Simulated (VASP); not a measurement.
Set up this calculation in VASP 6.6.1, as the native input.

```
Task                   : relaxation of cell and atoms
Functional             : PBE
Potentials or basis    : VASP PAW PBE potentials, release 64 (Se)
Cutoff                 : 600 eV
k mesh                 : 6 × 6 × 4
Occupations            : fermi-dirac, width 0.01 eV
Spin                   : no spin polarisation
Target pressure        : 60 GPa
Dipole correction      : no
Further INCAR settings : ALGO = Normal; EDIFF = 1e-06; IBRION = 2; EDIFFG = -0.03; NSW = 80; ISIF = 3
```

The structure of Se lies in POSCAR:

```
Se
1.0
    3.1000000000      0.0000000000      0.0000000000
   -1.5500000000      2.6846787517      0.0000000000
    0.0000000000      0.0000000000      5.0623000000
Se
2
Direct
    0.3333333333      0.6666666667      0.2500000000
    0.6666666667      0.3333333333      0.7500000000
```

These files were run (other wordings do the same):

INCAR

```
PREC = Accurate ; ENCUT = 600
EDIFF = 1E-6 ; ISMEAR = -1
SIGMA = 0.01 ; LREAL = F
LASPH = T ; NELM = 80
ALGO = Normal ; ISIF = 3
LWAVE = F ; LCHARG = F
GGA = PE ; IBRION = 2
NSW = 80 ; EDIFFG = -0.03
PSTRESS = 600.0
```

KPOINTS

```
Automatic mesh
0
Gamma
  6 6 4
```

Potentials or basis: VASP PAW PBE potentials, release 64 (Se).

Command:

```bash
$ cat potpaw_PBE.64/Se/POTCAR > POTCAR
$ mpirun -np 1 vasp_std > vasp.out
```

Results of the run:

```
Relaxed volume                                         : 14.26 Å³/atom
Relaxed cell                                           : a = 2.889 Å, b = 2.889 Å, c = 3.945 Å, α = 90.00°, β = 90.00°, γ = 120.00°
Space group after relaxing (to 0.05 Å)                 : P6_3/mmc (No. 194)
Energy change on relaxing (the enthalpy is what falls) : +606.9 meV/atom
Ionic steps                                            : 20
Pressure after relaxing                                : 60.0 GPa
Band gap on the k mesh                                 : zero (band 6 reaches 14.00 eV, above the bottom of band 7 at 7.19 eV)
```

Caveat: the k points lie up to 0.42 Å⁻¹ apart in the final cell; the cell is relaxed towards a set pressure, so the enthalpy falls and the energy may rise; the volume moved by over 15 % at a fixed basis, so the end points are rough.

Wall time 2.6 min on 1 thread of Intel(R) Xeon(R) Platinum 8259CL CPU @ 2.50GHz (Skylake/Cascade Lake), on a shared host, peak memory 0.2 GiB.
